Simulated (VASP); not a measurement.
# BiN in VASP: notebook, part 2 of 3

VASP 6.6.1.

### 3 Relaxation of cell and atoms, PBEsol

This run uses another cell than the first one, of 23.03 Å³/atom, 1.178 times its volume.

INCAR reads:

```
SYSTEM = BiN
PREC = Accurate
ENCUT = 600
EDIFF = 1E-6
ISMEAR = 0
SIGMA = 0.05
LREAL = .FALSE.
LASPH = .TRUE.
NELM = 100
ALGO = Normal
ISIF = 3
LWAVE = .FALSE.
LCHARG = .FALSE.
GGA = PS
IBRION = 2
NSW = 80
EDIFFG = -0.01
```

KPOINTS reads:

```
Automatic mesh
0
G
  8 8 6
  0 0 0
```

POSCAR reads:

```
BiN
1.0
    4.1812410513      0.0000000000      0.0000000000
    0.0000000000      4.1812410513      0.0000000000
    0.0000000000      0.0000000000      5.2687117658
Bi N
2 2
Direct
    0.5000000000      0.0000000000      0.2368000000
    0.0000000000      0.5000000000      0.7632000000
    0.0000000000      0.0000000000      0.0000000000
    0.5000000000      0.5000000000      0.0000000000
```

Potentials or basis: VASP PAW PBE potentials, release 64 (Bi_d, N).

On the command line:

```sh
cat potpaw_PBE.64/Bi_d/POTCAR potpaw_PBE.64/N/POTCAR > POTCAR
mpirun -np 1 vasp_std > vasp.out
```

OUTCAR:

```text
SYSTEM = BiN
   PREC = Accurate
   ENCUT = 600
   EDIFF = 1E-6
   ISMEAR = 0
   LREAL = .FALSE.
   LASPH = .TRUE.
   NELM = 100
   ISIF = 3
   GGA = PS
   IBRION = 2
   NSW = 80
   EDIFFG = -0.01

 ion  position               nearest neighbor table
   1  0.500  0.000  0.237-   3 2.43   4 2.43   4 2.43   3 2.43   2 3.87   2 3.87   2 3.87   2 3.87

   2  0.000  0.500  0.763-   3 2.43   4 2.43   3 2.43   4 2.43   1 3.87   1 3.87   1 3.87   1 3.87

   3  0.000  0.000  0.000-   1 2.43   2 2.43   2 2.43   1 2.43
   4  0.500  0.500  0.000-   1 2.43   2 2.43   1 2.43   2 2.43

  LATTYP: Found a simple tetragonal cell.
 ALAT       =     4.1812410513
 C/A-ratio  =     1.2600832387

  Lattice vectors:

 A1 = (   4.1812410513,   0.0000000000,   0.0000000000)
 A2 = (   0.0000000000,   4.1812410513,   0.0000000000)
 A3 = (   0.0000000000,   0.0000000000,   5.2687117658)

Analysis of symmetry for initial positions (statically):
=====================================================================
 Subroutine PRICEL returns:
 Original cell was already a primitive cell.

 Routine SETGRP: Setting up the symmetry group for a
 simple tetragonal supercell.

 Subroutine GETGRP returns: Found 16 space group operations
 (whereof  8 operations were pure point group operations)
 out of a pool of 16 trial point group operations.

The static configuration has the point symmetry D_2d.
 The point group associated with its full space group is D_4h.

Analysis of symmetry for dynamics (positions and initial velocities):
=====================================================================
 Subroutine PRICEL returns:
 Original cell was already a primitive cell.

 Routine SETGRP: Setting up the symmetry group for a
 simple tetragonal supercell.

 Subroutine GETGRP returns: Found 16 space group operations
 (whereof  8 operations were pure point group operations)
 out of a pool of 16 trial point group operations.

The dynamic configuration has the point symmetry D_2d.
 The point group associated with its full space group is D_4h.

 Subroutine INISYM returns: Found 16 space group operations
 (whereof  8 operations are pure point group operations),
 and found     1 'primitive' translations

----------------------------------------------------------------------------------------

                                     Primitive cell

  volume of cell :      92.1117

  direct lattice vectors                    reciprocal lattice vectors
     4.181241051  0.000000000  0.000000000     0.239163442  0.000000000  0.000000000
     0.000000000  4.181241051  0.000000000     0.000000000  0.239163442  0.000000000
     0.000000000  0.000000000  5.268711766     0.000000000  0.000000000  0.189799717

  length of vectors
     4.181241051  4.181241051  5.268711766     0.239163442  0.239163442  0.189799717

  position of ions in fractional coordinates (direct lattice)
     0.500000000  0.000000000  0.236800000
     0.000000000  0.500000000  0.763200000
     0.000000000  0.000000000  0.000000000
     0.500000000  0.500000000  0.000000000

  ion indices of the primitive-cell ions
   primitive index   ion index
                 1           1
                 2           2
                 3           3
                 4           4

----------------------------------------------------------------------------------------

 KPOINTS: Automatic mesh

Automatic generation of k-mesh.
 Grid dimensions read from file:
 generate k-points for:    8    8    6

 Generating k-lattice:

  Cartesian coordinates                     Fractional coordinates (reciprocal lattice)
     0.029895430  0.000000000  0.000000000     0.125000000  0.000000000  0.000000000
     0.000000000  0.029895430  0.000000000     0.000000000  0.125000000  0.000000000
     0.000000000  0.000000000  0.031633286     0.000000000  0.000000000  0.166666667

  Length of vectors
     0.029895430  0.029895430  0.031633286

  Shift w.r.t. Gamma in fractional coordinates (k-lattice)
     0.000000000  0.000000000  0.000000000

 Subroutine IBZKPT returns following result:
 ===========================================

 Found     60 irreducible k-points:

 Following reciprocal coordinates:
            Coordinates               Weight
  0.000000  0.000000  0.000000      1.000000
  0.125000  0.000000  0.000000      4.000000
  0.250000  0.000000  0.000000      4.000000
  0.375000  0.000000  0.000000      4.000000
  0.500000  0.000000  0.000000      2.000000
  0.125000  0.125000  0.000000      4.000000
[... 16 lines left out ...]
  0.375000  0.125000  0.166667     16.000000
  0.500000  0.125000  0.166667      8.000000
 [... further k-points ...]
   k-points           NKPTS =     60   k-points in BZ     NKDIM =     60   number of bands    NBANDS=     24
   number of dos      NEDOS =    301   number of ions     NIONS =      4
   total plane-waves  NPLWV =  54432
   dimension x,y,z NGX =    36 NGY =   36 NGZ =   42
   dimension x,y,z NGXF=    72 NGYF=   72 NGZF=   84
   ions per type =               2   2
   NGX,Y,Z   is equivalent  to a cutoff of  14.31, 14.31, 13.25 a.u.
   NGXF,Y,Z  is equivalent  to a cutoff of  28.63, 28.63, 26.50 a.u.
 SYSTEM =  BiN
   PREC   = accura    normal or accurate (medium, high low for compatibility)
   ISTART =      0    job   : 0-new  1-cont  2-samecut
   ICHARG =      2    charge: 1-file 2-atom 10-const
   ISPIN  =      1    spin polarized calculation?
   LNONCOLLINEAR =      F non collinear calculations
   LSORBIT =      F    spin-orbit coupling
   LASPH  =      T    aspherical Exc in radial PAW
   ENCUT  =  600.0 eV  44.10 Ry    6.64 a.u.   8.35  8.35 10.52*2*pi/ulx,y,z
   NELM   =    100;   NELMIN=  2; NELMDL= -5     # of ELM steps
   EDIFF  = 0.1E-05   stopping-criterion for ELM
   LREAL  =      F    real-space projection
   EDIFFG = -.1E-01   stopping-criterion for IOM
   NSW    =     80    number of steps for IOM
   IBRION =      2    ionic relax: 0-MD 1-quasi-New 2-CG
   NFREE  =      1    steps in history (QN), initial steepest desc. (CG)
   ISIF   =      3    stress and relaxation
   ISYM   =      2    0-nonsym 1-usesym 2-fastsym
   POTIM  = 0.5000    time-step for ionic-motion
   TEBEG  =    0.0;   TEEND  =   0.0 temperature during run
   PSTRESS=    0.0 pullay stress
   NELECT =      40.0000    total number of electrons
   NUPDOWN=      -1.0000    fix difference up-down
   EMIN   =  10.00;   EMAX   =-10.00  energy-range for DOS
   EFERMI =   0.00;   METHOD = LEGACY
   ISMEAR =     0;   SIGMA  =   0.05  broadening in eV -4-tet -1-fermi 0-gaus
   EFERMI_NEDOS =   21; number of points for ismear=-14 and -15
   IALGO  =     38    algorithm
   IMIX   =      4    mixing-type and parameters
     AMIX     =   0.40;   BMIX     =  1.00
     AMIX_MAG =   1.60;   BMIX_MAG =  1.00
  volume/ion in A,a.u.               =      23.03       155.40
  Fermi-wavevector in a.u.,A,eV,Ry     =   1.239719  2.342729 20.910833  1.536903
  Thomas-Fermi vector in A             =   2.374190
   LORBIT       =      0    0 simple, 1 ext, 2 COOP (PROOUT), +10 PAW based schemes
   GGA     = PS    functional components
   LHFCALC =     F    Hartree Fock is set to
   AEXX    =    0.0000 exact exchange contribution
   IVDW    =     0    specifies the selected vdW correction
   LEPSILON=     F    determine dielectric tensor
   LRPA    =     F    only Hartree local field effects (RPA)
 conjugate gradient relaxation of ions
 non-spin polarized calculation
 Gauss-broadening in eV      SIGMA  =   0.05
  energy-cutoff  :      600.00
  volume of cell :       92.11
 maximum number of plane-waves:      3097
 NGX is ok and might be reduce to    36
   NGX = 17   NGY = 17   NGZ = 21

--------------------------------------- Ionic step        1  -------------------------------------------

 number of electron      40.0000000 magnetization

 Free energy of the ion-electron system (eV)
  ---------------------------------------------------
  ext. energy  EPLUGINS =         0.00000000
  ---------------------------------------------------
  free energy    TOTEN  =       -22.85804048 eV

  energy without entropy =      -22.85705589  energy(sigma->0) =      -22.85754818

 E-fermi :   5.2053     XC(G=0):  -9.6499

 val. band max:        5.1659830868   @ k =   0.1250   0.0000   0.5000
 cond. band min:       5.2398303399   @ k =   0.5000   0.5000   0.5000
 fundamental gap:      0.0738472531
 Fermi energy:         5.2052547486

 k-point     1 :       0.0000    0.0000    0.0000
  band No.  band energies     occupation
      1     -17.6986      2.00000
      2     -17.6551      2.00000
      3     -17.6551      2.00000
      4     -17.6391      2.00000
      5     -17.6305      2.00000
      6     -17.6250      2.00000
[... 746 lines left out ...]
  FREE ENERGIE OF THE ION-ELECTRON SYSTEM (eV)
  ---------------------------------------------------
  free  energy   TOTEN  =       -23.6231992759 eV

  energy  without entropy=      -23.6222564847  energy(sigma->0) =      -23.62272788

[... ionic steps 4 to 13 ...]

--------------------------------------- Ionic step       14  -------------------------------------------

 number of electron      39.9999996 magnetization

------------------------ aborting loop because EDIFF is reached ----------------------------------------
[... 71 lines left out ...]
--------------------------------------- Ionic step       16  -------------------------------------------

 number of electron      39.9999999 magnetization

 Free energy of the ion-electron system (eV)
  ---------------------------------------------------
  ext. energy  EPLUGINS =         0.00000000
  ---------------------------------------------------
  free energy    TOTEN  =       -23.63560589 eV

  energy without entropy =      -23.63443918  energy(sigma->0) =      -23.63502254

 E-fermi :   6.7072     XC(G=0): -10.4243

 val. band max:        6.7064901978   @ k =   0.1250   0.0000   0.5000
 cond. band min:       6.8112774589   @ k =   0.1250   0.0000   0.3333
 fundamental gap:      0.1047872610
 Fermi energy:         6.7072181429

 k-point     1 :       0.0000    0.0000    0.0000
  band No.  band energies     occupation
      1     -15.9942      2.00000
      2     -15.8845      2.00000
      3     -15.8845      2.00000
      4     -15.8456      2.00000
      5     -15.8049      2.00000
      6     -15.8048      2.00000
[... 670 lines left out ...]
  FREE ENERGIE OF THE ION-ELECTRON SYSTEM (eV)
  ---------------------------------------------------
  free  energy   TOTEN  =       -23.6356058947 eV

  energy  without entropy=      -23.6344391762  energy(sigma->0) =      -23.63502254

 reached required accuracy - stopping structural energy minimisation
```

CONTCAR:

```text
BiN
   1.00000000000000
     4.0135465650692028    0.0000000000000000    0.0000000000000000
     0.0000000000000000    4.0135465650692028   -0.0000000000000000
     0.0000000000000000    0.0000000000000000    4.8375123676267489
  Bi              N
     2     2
Direct
     0.5000000000000000    1.0000000000000000    0.2268051308065903
     0.0000000000000000    0.5000000000000000    0.7731948691934096
     0.0000000000000000    0.0000000000000000    1.0000000000000000
     0.5000000000000000    0.5000000000000000    1.0000000000000000

  0.00000000E+00  0.00000000E+00  0.00000000E+00
  0.00000000E+00  0.00000000E+00  0.00000000E+00
  0.00000000E+00  0.00000000E+00  0.00000000E+00
  0.00000000E+00  0.00000000E+00  0.00000000E+00
```

It took 12 min on 1 thread of AMD EPYC 9R45 (Zen 5), shared host; peak memory 0.3 GiB.

What came out:

```
Free energy                            : -23.6356 eV
Relaxed volume                         : 19.48 Å³/atom
Relaxed cell                           : a = 4.014 Å, b = 4.014 Å, c = 4.838 Å, α = 90.00°, β = 90.00°, γ = 90.00°
Space group after relaxing (to 0.05 Å) : P4/nmm (No. 129)
Energy gained by relaxing              : 194.4 meV/atom
Ionic steps                            : 16
Pressure after relaxing                : -0.1 GPa
Band gap on the k mesh                 : zero (band 20 reaches 6.70 eV, above the bottom of band 21 at 6.45 eV)
```

Forces in eV/Å, atoms in the order of the input:
```
Bi   0.000  0.000  0.003
Bi   0.000  0.000 -0.003
N    0.000  0.000  0.000
N    0.000  0.000  0.000
```

Step by step:
```tsv
step	energy change (eV)	largest force (eV/Å)	pressure (GPa)	volume (Å³)
1	0.0000	2.5594	-12.21	92.11
2	-0.1780	2.8701	18.97	70.65
3	-0.7652	0.2503	-0.23	79.44
4	-0.7659	0.1690	0.22	79.15
5	-0.7657	0.0998	0.62	78.91
6	-0.7733	0.0493	0.32	79.21
7	-0.7740	0.1105	0.21	79.35
8	-0.7743	0.0258	-0.49	79.65
9	-0.7746	0.0334	-0.24	79.52
10	-0.7752	0.0164	-0.27	79.31
11	-0.7764	0.0313	-0.13	78.69
12	-0.7759	0.1256	0.07	77.44
13	-0.7767	0.0591	-0.08	78.27
14	-0.7773	0.0015	0.15	77.96
15	-0.7773	0.0236	0.21	77.85
16	-0.7776	0.0029	-0.06	77.93
```

Final structure:
```
Bi N
1.0
     4.01355    0.00000    0.00000
     0.00000    4.01355    0.00000
     0.00000    0.00000    4.83751
Bi N
2 2
Direct
  0.50000 0.00000 0.22681
  0.00000 0.50000 0.77319
  0.00000 0.00000 0.00000
  0.50000 0.50000 0.00000
```

Levels at points of the mesh, in eV from the Fermi level:
```tsv
k point	band 16	band 17	band 18	band 19	band 20	band 21	band 22	band 23	band 24
(0.00, 0.00, 0.00)	-5.20	-1.35	-1.35	-1.00	-0.64	1.22	2.93	4.60	4.60
(0.50, 0.00, 0.00)	-3.52	-3.23	-3.23	-2.24	-2.24	2.64	2.64	5.41	5.41
(0.50, 0.50, 0.00)	-3.61	-2.72	-2.72	-0.01	-0.01	0.49	0.49	3.72	3.72
(0.00, 0.00, 0.50)	-4.96	-1.49	-1.49	-1.18	-1.11	-0.16	2.35	2.35	2.91
(0.50, 0.00, 0.50)	-4.02	-3.44	-3.44	-1.00	-1.00	3.29	3.29	4.66	4.66
(0.50, 0.50, 0.50)	-4.44	-3.62	-3.62	-0.01	-0.01	3.49	3.49	4.26	4.26
```

Caveat: the volume moved by over 15 % at a fixed basis, so the end points are rough; the PAW data sets were made with another functional, which shifts forces and pressure a little; spin-orbit coupling is left out, which moves the levels of the heavy elements.

[end of part 2 of 3]
